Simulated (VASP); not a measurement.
Wanted: the native input for a VASP 6.6.1 run.

* Task: relaxation of cell and atoms
* Functional: RPBE
* Dispersion: D3(BJ)
* Potentials or basis: VASP PAW PBE potentials, release 64 (Re)
* Cutoff: 600 eV
* k mesh: 11 × 11 × 6
* Occupations: fermi-dirac, width 0.05 eV
* Spin: no spin polarisation
* Dipole correction: no
* Further INCAR settings: ALGO = Normal; EDIFF = 1e-06; IBRION = 2; EDIFFG = -0.01; NSW = 80; ISIF = 3

The structure of Re lies in POSCAR:

```
Re
1.0
    2.7608000000      0.0000000000      0.0000000000
   -1.3804000000      2.3909229348      0.0000000000
    0.0000000000      0.0000000000      4.4582000000
Re
2
Direct
    0.6666666667      0.3333333333      0.7500000000
    0.3333333333      0.6666666667      0.2500000000
```

The input as run:

INCAR

```
  PREC = Accurate
  ENCUT = 600
  EDIFF = 1E-6
  ISMEAR = -1
  SIGMA = 0.05
  LREAL = F
  LASPH = T
  NELM = 100
  ALGO = Normal
  ISIF = 3
  LWAVE = F
  LCHARG = F
  GGA = RP
  IVDW = 12
  IBRION = 2
  NSW = 80
  EDIFFG = -0.01
```

KPOINTS

```
regular mesh
0
Gamma
  11 11 6
```

Potentials or basis: VASP PAW PBE potentials, release 64 (Re).

The run is started by

```console
$ cat potpaw_PBE.64/Re/POTCAR > POTCAR
$ mpirun -np 1 vasp_std > vasp.out
```

Results of the run:

```yaml
Relaxed_volume: 13.44 Å³/atom
Relaxed_cell: a = 2.678 Å, b = 2.678 Å, c = 4.331 Å, α = 90.00°, β = 90.00°, γ = 120.00°
Space_group_after_relaxing_to_0.1_Å: P6_3/mmc (No. 194)
Pressure_after_relaxing: 0.0 GPa
Band_gap_on_the_k_mesh: zero (bands 7 and 8 overlap by 3.61 eV)
Dispersion_energy_per_atom: -4.718 eV
```

Caveat: the PAW data sets were made with another functional, which shifts forces and pressure a little; spin-orbit coupling is left out, which moves the levels of the heavy elements.

It took 54 s on 1 thread of Intel(R) Xeon(R) 6975P-C (Granite Rapids) (shared host), peak memory 0.19 GiB.
